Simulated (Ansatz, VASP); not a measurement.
Ge in VASP and in Ansatz

INCAR

```
SYSTEM = Ge
PREC = Accurate
ENCUT = 520
EDIFF = 1E-7
ISMEAR = -1
SIGMA = 0.02
LREAL = .FALSE.
LASPH = .TRUE.
NELM = 100
ALGO = Normal
ISIF = 2
LWAVE = .FALSE.
LCHARG = .TRUE.
LELF = .TRUE.
LVHAR = .TRUE.
NBANDS = 51
```

File KPOINTS:

```
Automatic mesh
0
G
  9 9 1
  0 0 0
```

The input POSCAR:

```
Ge
1.0
    3.9751430018      0.0000000000      0.0000000000
   -1.9875715009      3.4425748232      0.0000000000
    0.0000000000      0.0000000000     23.3028000000
Ge
6
Direct
    0.0000000000      0.0000000000      0.3420761859
    0.3333333333      0.6666666667      0.3748806487
    0.3333333333      0.6666666667      0.4829060380
    0.6666666667      0.3333333333      0.5170939595
    0.6666666667      0.3333333333      0.6251193500
    0.0000000000      0.0000000000      0.6579238163
```

Input for Ansatz:

```yaml
crystal:
  lattice:
    - [3.9751430018, 0.0, 0.0]
    - [-1.9875715009, 3.4425748232, 0.0]
    - [0.0, 0.0, 23.3028]
  atoms:
    - { symbol: Ge, position: [0.0, 0.0, 0.3420761859] }
    - { symbol: Ge, position: [0.3333333333, 0.6666666667, 0.3748806487] }
    - { symbol: Ge, position: [0.3333333333, 0.6666666667, 0.482906038] }
    - { symbol: Ge, position: [0.6666666667, 0.3333333333, 0.5170939595] }
    - { symbol: Ge, position: [0.6666666667, 0.3333333333, 0.62511935] }
    - { symbol: Ge, position: [0.0, 0.0, 0.6579238163] }
kpoints:
  mp_grid: { grid: [9, 9, 1] }
scf:
  occupations: { method: fermi_dirac, width: 0.02 }
hamiltonian:
  xc: lda
  pseudopotentials: { kind: paw }
output:
  forces: true
  stress: true
  eigenvalues: true
  core_levels:
    shells: { Ge: ["2p"] }
    counted_from: conduction_bottom
    add_spin: false
```

Alike in both runs: task single point; functional LDA; k mesh 9 × 9 × 1; occupations fermi-dirac, width 0.02 eV; no spin polarisation.

|  | VASP | Ansatz |
| --- | --- | --- |
| version | VASP 6.6.1 | Ansatz 0.2.0 |
| potentials or method | VASP PAW LDA potentials, release 64 (Ge_d) | PAW with Ansatz's default frozen-core files, scalar-relativistic |
| plane-wave cutoff (eV) | 520 | 420 |
| valence electrons in the cell | 84 | 84 |

|  | VASP | Ansatz | Ansatz less VASP |
| --- | --- | --- | --- |
| rms of the force components (eV/Å) | 0.006 | 0.000 | -0.0053 |

LDA's correlation is that of Perdew and Zunger in VASP and of Perdew and Wang (1992) in Ansatz. Atom by atom the forces differ by 0.006 eV/Å (rms over components).
